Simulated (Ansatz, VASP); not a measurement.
One calculation of HfN, two programs

```
Hf N
1.0
     0.00000    2.45482    2.45482
     2.45482    0.00000    2.45482
     2.45482    2.45482    0.00000
Hf N
1 1
Direct
  0.00000 0.00000 0.00000
  0.25000 0.25000 0.25000
```

Alike in both runs: task single point; functional PBE-based screened hybrid; k mesh 5 × 5 × 5; occupations fermi-dirac, width 0.05 eV; no spin polarisation.

|  | VASP | Ansatz |
| --- | --- | --- |
| version | VASP 6.6.1 | Ansatz 0.2.0 |
| potentials or method | VASP PAW PBE potentials, release 64 (Hf_pv, N) | Ansatz PAW |
| plane-wave cutoff (eV) | 520 | 420 |
| valence electrons in the cell | 15 | 31 |

Ansatz gave:

```
gap on the k mesh at the Fermi level (eV) : none
pressure (GPa)                            : -2.9
```

What did VASP give for the same quantities?

gap on the k mesh at the Fermi level (eV): none; pressure (GPa): -6.4.

VASP's potentials were made for PBE, not for PBE-based screened hybrid. A gap of «none» marks a metal or a gap that the smearing closes. VASP's potentials hold 15 valence electrons a cell and Ansatz's 31, so a difference there can come from the potentials and not from the codes.

The k mesh is coarse, so the values compare programs but aren't converged. Spin-orbit coupling is off throughout.
